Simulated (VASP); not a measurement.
# Sn2C (P-3m1) in VASP: relaxation of cell and atoms with PBE

Aim: the relaxation of cell and atoms of Sn2C with PBE.

Program: VASP 6.6.1. These are calculated values, not measurements. Logs are shortened: lines on timing, memory, paths and dates and some standing lists are left out, and cuts for length are marked.

## (1) The cell of the first run

The structure is trigonal, space group P-3m1 (No. 164). The conventional cell has a = 3.547 Å, b = 3.547 Å, c = 11.503 Å, α = 90.00°, β = 90.00°, γ = 120.00°. Sn (site symmetry 3m) has 3 C at 2.34 Å within 3.1 Å. Within 4.4 Å of Sn (site symmetry 3m) lie 12 Sn at 3.27 to 3.55 Å and 3 C at 4.31 Å. Within 1.8 Å of C (site symmetry 3m) lie 1 C at 1.38 Å.

## (2) Relaxation of cell and atoms, PBE

File INCAR:

```
SYSTEM = Sn2C
PREC = Accurate
ENCUT = 600
EDIFF = 1E-7
ISMEAR = 0
SIGMA = 0.1
LREAL = .False.
LASPH = .True.
NELM = 60
ALGO = Normal
ISIF = 3
LWAVE = .False.
LCHARG = .False.
GGA = PE
IBRION = 2
NSW = 100
EDIFFG = -0.01
```

File KPOINTS:

```
regular mesh
0
Gamma
  12 12 4
  0 0 0
```

File POSCAR:

```
Sn2C
1.0
    3.5474449076      0.0000000000      0.0000000000
   -1.7737224538      3.0721774085      0.0000000000
    0.0000000000      0.0000000000     11.5031038978
Sn C
4 2
Direct
    0.3333333333      0.6666666667      0.1579753747
    0.6666666667      0.3333333333      0.8420246253
    0.6666666667      0.3333333333      0.3894083382
    0.3333333333      0.6666666667      0.6105916618
    0.0000000000      0.0000000000      0.0600603392
    0.0000000000      0.0000000000      0.9399396608
```

Potentials or basis: VASP PAW PBE potentials, release 64 (Sn_d, C).

On the command line:

```bash
$ cat potpaw_PBE.64/Sn_d/POTCAR potpaw_PBE.64/C/POTCAR > POTCAR
$ mpirun -np 1 vasp_std > vasp.out
```

OUTCAR:

```text
SYSTEM = Sn2C
   PREC = Accurate
   ENCUT = 600
   EDIFF = 1E-7
   ISMEAR = 0
   LREAL = .False.
   LASPH = .True.
   NELM = 60
   ISIF = 3
   GGA = PE
   IBRION = 2
   NSW = 100
   EDIFFG = -0.01

 ion  position               nearest neighbor table
   1  0.333  0.667  0.158-   5 2.34   5 2.34   5 2.34   3 3.36   3 3.36   3 3.36
   2  0.667  0.333  0.842-   6 2.34   6 2.34   6 2.34   4 3.36   4 3.36   4 3.36
   3  0.667  0.333  0.389-   4 3.27   4 3.27   4 3.27   1 3.36   1 3.36   1 3.36
   4  0.333  0.667  0.611-   3 3.27   3 3.27   3 3.27   2 3.36   2 3.36   2 3.36
   5  0.000  0.000  0.060-   6 1.38   1 2.34   1 2.34   1 2.34
   6  0.000  0.000  0.940-   5 1.38   2 2.34   2 2.34   2 2.34

  LATTYP: Found a hexagonal cell.
 ALAT       =     3.5474449076
 C/A-ratio  =     3.2426448324

  Lattice vectors:

 A1 = (   3.5474449076,   0.0000000000,   0.0000000000)
 A2 = (  -1.7737224538,   3.0721774085,   0.0000000000)
 A3 = (   0.0000000000,   0.0000000000,  11.5031038978)

Analysis of symmetry for initial positions (statically):
=====================================================================
 Subroutine PRICEL returns:
 Original cell was already a primitive cell.

 Routine SETGRP: Setting up the symmetry group for a
 hexagonal supercell.

 Subroutine GETGRP returns: Found 12 space group operations
 (whereof 12 operations were pure point group operations)
 out of a pool of 24 trial point group operations.

The static configuration has the point symmetry D_3d.

Analysis of symmetry for dynamics (positions and initial velocities):
=====================================================================
 Subroutine PRICEL returns:
 Original cell was already a primitive cell.

 Routine SETGRP: Setting up the symmetry group for a
 hexagonal supercell.

 Subroutine GETGRP returns: Found 12 space group operations
 (whereof 12 operations were pure point group operations)
 out of a pool of 24 trial point group operations.

The dynamic configuration has the point symmetry D_3d.

 Subroutine INISYM returns: Found 12 space group operations
 (whereof 12 operations are pure point group operations),
 and found     1 'primitive' translations

----------------------------------------------------------------------------------------

                                     Primitive cell

  volume of cell :     125.3652

  direct lattice vectors                    reciprocal lattice vectors
     3.547444908  0.000000000  0.000000000     0.281893032  0.162751018  0.000000000
    -1.773722454  3.072177408  0.000000000     0.000000000  0.325502036  0.000000000
     0.000000000  0.000000000 11.503103898     0.000000000  0.000000000  0.086933058

  length of vectors
     3.547444908  3.547444908 11.503103898     0.325502036  0.325502036  0.086933058

  position of ions in fractional coordinates (direct lattice)
     0.333333333  0.666666667  0.157975375
     0.666666667  0.333333333  0.842024625
     0.666666667  0.333333333  0.389408338
     0.333333333  0.666666667  0.610591662
     0.000000000  0.000000000  0.060060339
     0.000000000  0.000000000  0.939939661

  ion indices of the primitive-cell ions
   primitive index   ion index
                 1           1
                 2           2
                 3           3
                 4           4
                 5           5
                 6           6

----------------------------------------------------------------------------------------

 KPOINTS: regular mesh

Automatic generation of k-mesh.
 Grid dimensions read from file:
 generate k-points for:   12   12    4

 Generating k-lattice:

  Cartesian coordinates                     Fractional coordinates (reciprocal lattice)
     0.023491086  0.013562585  0.000000000     0.083333333  0.000000000  0.000000000
     0.000000000  0.027125170  0.000000000     0.000000000  0.083333333  0.000000000
     0.000000000  0.000000000  0.021733265     0.000000000  0.000000000  0.250000000

  Length of vectors
     0.027125170  0.027125170  0.021733265

  Shift w.r.t. Gamma in fractional coordinates (k-lattice)
     0.000000000  0.000000000  0.000000000

 Subroutine IBZKPT returns following result:
 ===========================================

 Found     69 irreducible k-points:

 Following reciprocal coordinates:
            Coordinates               Weight
  0.000000  0.000000  0.000000      1.000000
  0.083333  0.000000  0.000000      6.000000
  0.166667  0.000000  0.000000      6.000000
  0.250000  0.000000  0.000000      6.000000
  0.333333  0.000000  0.000000      6.000000
  0.416667  0.000000  0.000000      6.000000
[... 16 lines left out ...]
  0.166667  0.000000  0.250000      6.000000
  0.000000  0.166667  0.250000      6.000000
 [... further k-points ...]
   k-points           NKPTS =     69   k-points in BZ     NKDIM =     69   number of bands    NBANDS=     38
   number of dos      NEDOS =    301   number of ions     NIONS =      6
   total plane-waves  NPLWV =  75264
   dimension x,y,z NGX =    28 NGY =   28 NGZ =   96
   dimension x,y,z NGXF=    56 NGYF=   56 NGZF=  192
   ions per type =               4   2
   NGX,Y,Z   is equivalent  to a cutoff of  13.12, 13.12, 13.87 a.u.
   NGXF,Y,Z  is equivalent  to a cutoff of  26.24, 26.24, 27.75 a.u.
 SYSTEM =  Sn2C
   PREC   = accura    normal or accurate (medium, high low for compatibility)
   ISTART =      0    job   : 0-new  1-cont  2-samecut
   ICHARG =      2    charge: 1-file 2-atom 10-const
   ISPIN  =      1    spin polarized calculation?
   LNONCOLLINEAR =      F non collinear calculations
   LSORBIT =      F    spin-orbit coupling
   LASPH  =      T    aspherical Exc in radial PAW
   ENCUT  =  600.0 eV  44.10 Ry    6.64 a.u.   7.09  7.09 22.97*2*pi/ulx,y,z
   NELM   =     60;   NELMIN=  2; NELMDL= -5     # of ELM steps
   EDIFF  = 0.1E-06   stopping-criterion for ELM
   LREAL  =      F    real-space projection
   EDIFFG = -.1E-01   stopping-criterion for IOM
   NSW    =    100    number of steps for IOM
   IBRION =      2    ionic relax: 0-MD 1-quasi-New 2-CG
   NFREE  =      1    steps in history (QN), initial steepest desc. (CG)
   ISIF   =      3    stress and relaxation
   ISYM   =      2    0-nonsym 1-usesym 2-fastsym
   POTIM  = 0.5000    time-step for ionic-motion
   TEBEG  =    0.0;   TEEND  =   0.0 temperature during run
   PSTRESS=    0.0 pullay stress
   NELECT =      64.0000    total number of electrons
   NUPDOWN=      -1.0000    fix difference up-down
   EMIN   =  10.00;   EMAX   =-10.00  energy-range for DOS
   EFERMI =   0.00;   METHOD = LEGACY
   ISMEAR =     0;   SIGMA  =   0.10  broadening in eV -4-tet -1-fermi 0-gaus
   EFERMI_NEDOS =   21; number of points for ismear=-14 and -15
   IALGO  =     38    algorithm
   IMIX   =      4    mixing-type and parameters
     AMIX     =   0.40;   BMIX     =  1.00
     AMIX_MAG =   1.60;   BMIX_MAG =  1.00
  volume/ion in A,a.u.               =      20.89       141.00
  Fermi-wavevector in a.u.,A,eV,Ry     =   1.308406  2.472529 23.292167  1.711926
  Thomas-Fermi vector in A             =   2.439075
   LORBIT       =      0    0 simple, 1 ext, 2 COOP (PROOUT), +10 PAW based schemes
   GGA     = PE    functional components
   LHFCALC =     F    Hartree Fock is set to
   AEXX    =    0.0000 exact exchange contribution
   IVDW    =     0    specifies the selected vdW correction
   LEPSILON=     F    determine dielectric tensor
   LRPA    =     F    only Hartree local field effects (RPA)
 conjugate gradient relaxation of ions
 non-spin polarized calculation
 Gauss-broadening in eV      SIGMA  =   0.10
  energy-cutoff  :      600.00
  volume of cell :      125.37
 maximum number of plane-waves:      4230
   NGX = 15   NGY = 15   NGZ = 45

--------------------------------------- Ionic step        1  -------------------------------------------

 number of electron      64.0000009 magnetization

 Free energy of the ion-electron system (eV)
  ---------------------------------------------------
  ext. energy  EPLUGINS =         0.00000000
  ---------------------------------------------------
  free energy    TOTEN  =       -30.24009828 eV

  energy without entropy =      -30.22229166  energy(sigma->0) =      -30.23119497

------------------------ aborting loop because EDIFF is reached ----------------------------------------

  FORCE on cell =-STRESS in cart. coord.  units (eV):
  Direction    XX          YY          ZZ          XY          YZ          ZX
  --------------------------------------------------------------------------------------
  -------------------------------------------------------------------------------------
  Total       -0.5016778     -0.5016778      0.9963549     -0.0000000     -0.0000000      0.0000000
  in kB       -6.4114830     -6.4114830     12.7334962     -0.0000000     -0.0000000      0.0000000
  external PRESSURE =      -0.0298233 kB  Pullay stress =       0.0000000 kB
[... 101 lines left out ...]
  FREE ENERGIE OF THE ION-ELECTRON SYSTEM (eV)
  ---------------------------------------------------
  free  energy   TOTEN  =       -30.2508857503 eV

  energy  without entropy=      -30.2340410331  energy(sigma->0) =      -30.24246339

[... ionic steps 4 to 30 ...]

--------------------------------------- Ionic step       31  -------------------------------------------

 number of electron      63.9999990 magnetization

------------------------ aborting loop because EDIFF is reached ----------------------------------------

  FORCE on cell =-STRESS in cart. coord.  units (eV):
  Direction    XX          YY          ZZ          XY          YZ          ZX
  --------------------------------------------------------------------------------------
  -------------------------------------------------------------------------------------
  Total        0.0044679      0.0044679      0.0381403     -0.0000000      0.0000000     -0.0000000
  in kB        0.0572132      0.0572132      0.4884022     -0.0000000      0.0000000     -0.0000000
  external PRESSURE =       0.2009429 kB  Pullay stress =       0.0000000 kB
[... 65 lines left out ...]
  energy  without entropy=      -30.2656586586  energy(sigma->0) =      -30.27152505

--------------------------------------- Ionic step       33  -------------------------------------------

 number of electron      63.9999990 magnetization

 Free energy of the ion-electron system (eV)
  ---------------------------------------------------
  ext. energy  EPLUGINS =         0.00000000
  ---------------------------------------------------
  free energy    TOTEN  =       -30.27740924 eV

  energy without entropy =      -30.26557666  energy(sigma->0) =      -30.27149295

 E-fermi :   7.8203     XC(G=0): -10.4155

 val. band max:        7.7809418524   @ k =   0.5000   0.0000   0.5000
 cond. band min:       7.8584523885   @ k =   0.2500   0.2500   0.2500
 fundamental gap:      0.0775105361
 Fermi energy:         7.8202834468

 k-point     1 :       0.0000    0.0000    0.0000
  band No.  band energies     occupation
      1     -13.8424      2.00000
      2     -13.8424      2.00000
      3     -13.8390      2.00000
      4     -13.8390      2.00000
      5     -13.8090      2.00000
      6     -13.8041      2.00000
[... 973 lines left out ...]
     37      11.8498      0.00000
     38      12.5949      0.00000

 [... further k-points ...]

------------------------ aborting loop because EDIFF is reached ----------------------------------------

  FORCE on cell =-STRESS in cart. coord.  units (eV):
  Direction    XX          YY          ZZ          XY          YZ          ZX
  --------------------------------------------------------------------------------------
  -------------------------------------------------------------------------------------
  Total       -0.0152238     -0.0152238      0.0223439     -0.0000000      0.0000000      0.0000000
  in kB       -0.1948888     -0.1948888      0.2860365     -0.0000000      0.0000000      0.0000000
  external PRESSURE =      -0.0345804 kB  Pullay stress =       0.0000000 kB
[... 21 lines left out ...]
  FREE ENERGIE OF THE ION-ELECTRON SYSTEM (eV)
  ---------------------------------------------------
  free  energy   TOTEN  =       -30.2774092380 eV

  energy  without entropy=      -30.2655766605  energy(sigma->0) =      -30.27149295

 reached required accuracy - stopping structural energy minimisation
```

It took 1.8 h on 1 thread of Intel Xeon Platinum 8488C (Sapphire Rapids), shared host; peak memory 0.48 GiB.

What came out:

| Quantity | Value |
| --- | --- |
| Free energy | -30.2774 eV |
| Relaxed volume | 20.86 Å³/atom |
| Relaxed cell | a = 3.489 Å, b = 3.489 Å, c = 11.874 Å, α = 90.00°, β = 90.00°, γ = 120.00° |
| Space group after relaxing (to 0.1 Å) | P-3m1 (No. 164) |
| Energy gained by relaxing | 6.2 meV/atom |
| Ionic steps | 33 |
| Pressure after relaxing | 0.0 GPa |
| Largest force after relaxing | 0.009 eV/Å |
| Band gap on the k mesh | zero (bands 32 and 33 overlap by 3.05 eV) |

Forces in eV/Å, atoms in the order of the input:
```
Sn   0.000  0.000 -0.003
Sn   0.000  0.000  0.003
Sn   0.000  0.000  0.009
Sn   0.000  0.000 -0.009
C    0.000  0.000 -0.003
C    0.000  0.000  0.003
```

Step by step:
```csv
step,energy change (eV),largest force (eV/Å),pressure (GPa),volume (Å³)
1,0.0000,0.2327,0.00,125.37
2,-0.0107,0.4840,-0.53,125.35
3,-0.0108,0.5363,-0.58,125.35
4,-0.0169,0.4011,-0.38,125.08
5,-0.0249,0.1116,0.29,124.27
6,-0.0249,0.1125,0.34,124.21
7,-0.0261,0.1228,0.23,124.37
8,-0.0286,0.1537,-0.07,124.84
9,-0.0280,0.3228,-0.63,125.77
10,-0.0293,0.1908,-0.30,125.21
11,-0.0302,0.1680,-0.28,125.26
12,-0.0318,0.1375,-0.18,125.40
13,-0.0305,0.3854,0.05,125.67
14,-0.0320,0.1319,-0.11,125.48
15,-0.0326,0.1159,-0.11,125.46
16,-0.0341,0.1047,-0.11,125.40
17,-0.0358,0.0742,-0.10,125.29
18,-0.0359,0.0730,-0.09,125.26
19,-0.0363,0.1254,0.17,125.09
20,-0.0364,0.0680,0.10,125.14
21,-0.0368,0.0290,0.03,125.22
22,-0.0370,0.0162,-0.05,125.31
23,-0.0370,0.0460,0.03,125.26
24,-0.0370,0.0360,0.01,125.27
25,-0.0371,0.0219,0.00,125.25
26,-0.0372,0.0201,-0.02,125.24
27,-0.0372,0.0188,0.00,125.19
28,-0.0372,0.0274,0.04,125.15
29,-0.0372,0.0196,0.04,125.14
30,-0.0373,0.0118,0.01,125.12
31,-0.0373,0.0119,0.02,125.12
32,-0.0373,0.0111,0.01,125.13
33,-0.0373,0.0094,0.00,125.15
```

Final structure:
```
CELL_PARAMETERS angstrom
3.48870 0.00000 0.00000
-1.74435 3.02130 0.00000
0.00000 0.00000 11.87380
ATOMIC_POSITIONS crystal
Sn 0.33333 0.66667 0.15569
Sn 0.66667 0.33333 0.84431
Sn 0.66667 0.33333 0.38124
Sn 0.33333 0.66667 0.61876
C 0.00000 0.00000 0.05816
C 0.00000 0.00000 0.94184
```

Caveat: spin-orbit coupling is left out, which moves the levels of the heavy elements.

The gap in the log of VASP goes by the Fermi energy; the results here count the filled bands.